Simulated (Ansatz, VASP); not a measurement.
**Two plane-wave programs on BaTiO3**

Contents of POSCAR:

```
BaTiO3
1.0
    4.0625323600      0.0000000000      0.0000000000
    0.0232538900      8.1250241300      0.0000000000
    0.0116269500      0.0115965100      4.0625019200
Ba Ti O
2 2 6
Direct
    0.0000000000      0.0000000000      0.0000000000
    0.0000000000      0.5000000000      0.0000000000
    0.4893000000      0.2446500000      0.4893000000
    0.4893000000      0.7446500000      0.4893000000
    0.5113000000      0.2556500000      0.0200000000
    0.5113000000      0.7556500000      0.0200000000
    0.0200000000      0.2556500000      0.5113000000
    0.0200000000      0.7556500000      0.5113000000
    0.5113000000      0.0100000000      0.5113000000
    0.5113000000      0.5100000000      0.5113000000
```

The input INCAR.step1:

```
PREC     = Accurate       # precision mode
ENCUT    = 520            # plane-wave cutoff, eV
ISMEAR   = -1             # smearing method
SIGMA    = 0.0227         # smearing width, eV
LREAL    = F              # projectors in reciprocal space
LASPH    = T              # aspherical terms in the spheres
NELM     = 150            # most SCF steps
ISPIN    = 2              # spin polarisation
MAGMOM   = 0 0 0 0 0 0 0 0 0 0 # initial moments
LMAXMIX  = 4              # l up to which the mixer works
LDAU     = T              # DFT+U
LDAUTYPE = 2            
LDAUL    = -1 2 -1        # shell
LDAUU    = 0 4.22 0       # U, eV
LDAUJ    = 0 0 0        
NBANDS   = 55             # bands
GGA      = PE             # functional
ALGO     = Normal         # electronic algorithm
EDIFF    = 1E-4           # SCF threshold, eV
LWAVE    = T              # write WAVECAR
LCHARG   = F              # write CHGCAR
```

File INCAR.step2:

```
PREC     = Accurate       # precision mode
ENCUT    = 520            # plane-wave cutoff, eV
EDIFF    = 1E-6           # SCF threshold, eV
ISMEAR   = -1             # smearing method
SIGMA    = 0.0227         # smearing width, eV
LREAL    = F              # projectors in reciprocal space
LASPH    = T              # aspherical terms in the spheres
NELM     = 150            # most SCF steps
ALGO     = Normal         # electronic algorithm
ISIF     = 2              # what is computed and relaxed
LWAVE    = F              # write WAVECAR
LCHARG   = T              # write CHGCAR
ISPIN    = 2              # spin polarisation
MAGMOM   = 0 0 0 0 0 0 0 0 0 0 # initial moments
LORBIT   = 11             # projections on sites
LMAXMIX  = 4              # l up to which the mixer works
LDAU     = T              # DFT+U
LDAUTYPE = 2            
LDAUL    = -1 2 -1        # shell
LDAUU    = 0 4.22 0       # U, eV
LDAUJ    = 0 0 0        
LDAUPRINT= 1            
METAGGA  = R2SCAN         # meta-GGA
LMIXTAU  = T            
LELF     = T              # ELF
LVHAR    = T            
NBANDS   = 55             # bands
ISTART   = 1
```

Contents of KPOINTS:

```
Automatic mesh
0
Gamma
  5 3 5
```

Input for Ansatz:

```yaml
crystal:
  lattice:
    - [4.06253236, 0.0, 0.0]
    - [0.02325389, 8.12502413, 0.0]
    - [0.01162695, 0.01159651, 4.06250192]
  atoms:
    - { symbol: Ba, position: [0.0, 0.0, 0.0] }
    - { symbol: Ba, position: [0.0, 0.5, 0.0] }
    - { symbol: Ti, position: [0.4893, 0.24465, 0.4893] }
    - { symbol: Ti, position: [0.4893, 0.74465, 0.4893] }
    - { symbol: O, position: [0.5113, 0.25565, 0.02] }
    - { symbol: O, position: [0.5113, 0.75565, 0.02] }
    - { symbol: O, position: [0.02, 0.25565, 0.5113] }
    - { symbol: O, position: [0.02, 0.75565, 0.5113] }
    - { symbol: O, position: [0.5113, 0.01, 0.5113] }
    - { symbol: O, position: [0.5113, 0.51, 0.5113] }
kpoints:
  mp_grid: { grid: [5, 3, 5], shift: [0, 0, 0] }
magnetization:
  spin_polarized: true
scf:
  occupations: { method: fermi_dirac, width: 0.0227 }
  lower_state_search: "off"
  max_iter: 200
hamiltonian:
  pseudopotentials: { kind: paw }
  xc: r2scan
  hubbard: { projectors: atomic, sites: [{ species: Ti, l: d, u_eff: 4.22 }] }
basis:
  ecutwfc: 500
  fft_grid_basis: typed
output:
  forces: true
  stress: true
  eigenvalues: true
  bader: true
  populations: true
  elf: true
  write_potential: true
  volumetric_format: npy
  dos:
    e_range: [-12, 8]
    de: 0.05
    projected: { site_lists: { Ba: [Ba], O: [O], Ti: [Ti] } }
checkpoint:
  read: saved_state
```

Alike in both runs: task single point; functional r2SCAN; k mesh 5 × 3 × 5; occupations fermi-dirac, width 0.0227 eV; collinear spin; Hubbard terms Ti d U = 4.22 eV.

|  | VASP | Ansatz |
| --- | --- | --- |
| version | VASP 6.6.1 | Ansatz 0.2.0 |
| potentials or method | VASP PAW PBE potentials, release 64 (Ba_sv, Ti_sv, O), cutoff 520 eV | PAW plane waves |
| valence electrons in the cell | 80 | 80 |

|  | VASP | Ansatz | Ansatz less VASP |
| --- | --- | --- | --- |
| gap on the k mesh at the Fermi level (eV) | 3.14 | 2.97 | -0.169 |
| pressure (GPa) | -0.6 | -3.4 | -2.81 |
| traceless stress, the component that is largest in VASP (GPa) | -0.14 | 0.04 | +0.180 |
| rms of the force components (eV/Å) | 0.237 | 0.018 | -0.2190 |
| net moment per atom (μB) | 0.00 | 0.00 | 0.000 |

VASP's potentials were made for PBE, not for r2SCAN. The programs project onto different local orbitals, so the same U acts differently, and such runs can settle in different states. Atom by atom the forces differ by 0.254 eV/Å (rms over components). Ansatz's warnings: no starting moments, structure snapped to symmetry.

Spin-orbit coupling is off throughout.
